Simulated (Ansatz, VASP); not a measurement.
# Ge in VASP and in Ansatz

```
Ge
1.0
     3.99622    0.00000    0.00000
    -1.99811    3.46083    0.00000
     0.00000    0.00000    6.59603
Ge
4
Cartesian
  1.9981 1.1536 0.4150
  0.0000 2.3072 3.7131
  1.9981 1.1536 2.8830
  0.0000 2.3072 6.1810
```

Alike in both runs: functional PBEsol; k mesh 12 × 12 × 6; occupations gaussian, width 0.1 eV; no spin polarisation.

Ansatz relaxed the structure, and its values are those at the end. VASP's run is a single point on that final structure, the one shown.

|  | VASP | Ansatz |
| --- | --- | --- |
| version | VASP 6.6.1 | Ansatz 0.2.0 |
| potentials or method | VASP PAW PBE potentials, release 64 (Ge_d), cutoff 520 eV | scalar-relativistic, plane waves, PAW |
| valence electrons in the cell | 56 | 56 |

|  | VASP | Ansatz | Ansatz less VASP |
| --- | --- | --- | --- |
| gap on the k mesh at the Fermi level (eV) | none | none | - |
| pressure (GPa) | -0.1 | 0.0 | +0.09 |

VASP's potentials were made for PBE, not for PBEsol. A gap of «none» marks a metal or a gap that the smearing closes.
